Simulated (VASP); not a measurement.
Runs of VASP 6.6.1 on C. It takes space group R-3m (No. 166, trigonal). Conventional cell: a = 2.466 Å, b = 2.466 Å, c = 24.848 Å, α = 90.00°, β = 90.00°, γ = 120.00°. Within 1.9 Å of C (site symmetry 3m) lie 3 C at 1.42 Å. Within 1.9 Å of C (site symmetry 3m) lie 3 C at 1.42 Å. 

| k mesh | gap on the mesh (eV) | pressure (GPa) | largest force (eV/Å) |
| --- | --- | --- | --- |
| 10 × 10 × 10 | 1.83 | -2.6 | 0.01 |
| 8 × 8 × 8 | 1.81 | (b) | 0.01 |
| 5 × 5 × 5 | 2.66 | -2.3 | 0.01 |
| 3 × 3 × 3 | 0.20 | (a) | 0.05 |
| 6 × 6 × 6 | 0.20 | -2.3 | 0.01 |

Alike in all rows: task single point; level r2SCAN; potentials or basis VASP PAW PBE potentials, release 64 (C); no spin polarisation; cell as given; cutoff (eV) 520; smearing fermi-dirac 0.1 eV.

Estimate the missing entries.

(a) -0.6; (b) -2.5.

Caveats: some runs use coarse meshes; the PAW data sets were made with another functional, which shifts forces and pressure a little.

A k mesh can miss the band edges.
